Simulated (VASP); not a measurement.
Wanted: the native input for a VASP 6.6.1 run.

```
Task                   : single point
Functional             : r2SCAN
Potentials or basis    : VASP PAW PBE potentials, release 64 (Li_sv, Cl)
Cutoff                 : 520 eV
k mesh                 : 8 × 8 × 8
Occupations            : gaussian, width 0.01 eV
Spin                   : no spin polarisation
Dipole correction      : no
Further INCAR settings : ALGO = Normal; EDIFF = 1e-07; NBANDS = 12
```

The system is LiCl.

```
Li Cl
1.0
     0.00000    2.62299    2.51109
     2.62299    0.00000    2.51109
     2.62299    2.62299    0.00000
Li Cl
1 1
Direct
  0.00000 0.00000 0.00000
  0.50000 0.50000 0.50000
```

This cell differs from its parent crystal: epitaxial xy strain +2.6%.

These files were run (other wordings do the same):

POSCAR

```
LiCl
1.0
    0.0000000000      2.6229930686      2.5110903341
    2.6229930686      0.0000000000      2.5110903341
    2.6229930686      2.6229930686      0.0000000000
Li Cl
1 1
Direct
    0.0000000000      0.0000000000      0.0000000000
    0.5000000000      0.5000000000      0.5000000000
```

INCAR.step1

```
SYSTEM = LiCl
  ALGO = Normal
  EDIFF = 1E-4
  ENCUT = 520
  GGA = PE
  ISMEAR = 0
  LASPH = .TRUE.
  LCHARG = .FALSE.
  LREAL = .FALSE.
  LWAVE = .TRUE.
  NBANDS = 12
  NELM = 100
  PREC = Accurate
  SIGMA = 0.01
```

INCAR.step2

```
SYSTEM = LiCl
  ALGO = Normal
  EDIFF = 1E-7
  ENCUT = 520
  ISIF = 2
  ISMEAR = 0
  ISTART = 1
  LASPH = .TRUE.
  LCHARG = .TRUE.
  LELF = .TRUE.
  LMIXTAU = .TRUE.
  LREAL = .FALSE.
  LVHAR = .TRUE.
  LWAVE = .FALSE.
  METAGGA = R2SCAN
  NBANDS = 12
  NELM = 100
  PREC = Accurate
  SIGMA = 0.01
```

KPOINTS

```
k-points
0
G
  8 8 8
  0 0 0
```

Potentials or basis: VASP PAW PBE potentials, release 64 (Li_sv, Cl).

Run with:

```console
$ cat potpaw_PBE.64/Li_sv/POTCAR potpaw_PBE.64/Cl/POTCAR > POTCAR
$ cp INCAR.step1 INCAR
$ mpirun -np 1 vasp_std > vasp.out
$ cp INCAR.step2 INCAR
$ mpirun -np 1 vasp_std > vasp.out
```

Results of the run:

- Band gap on the k mesh: 7.11 eV, direct

Caveat: the cell differs from its parent crystal (epitaxial xy strain +2.6%).

Wall time 99 s on 1 thread of Intel(R) Xeon(R) Platinum 8259CL CPU @ 2.50GHz (Skylake/Cascade Lake), on a shared host, peak memory 0.16 GiB.
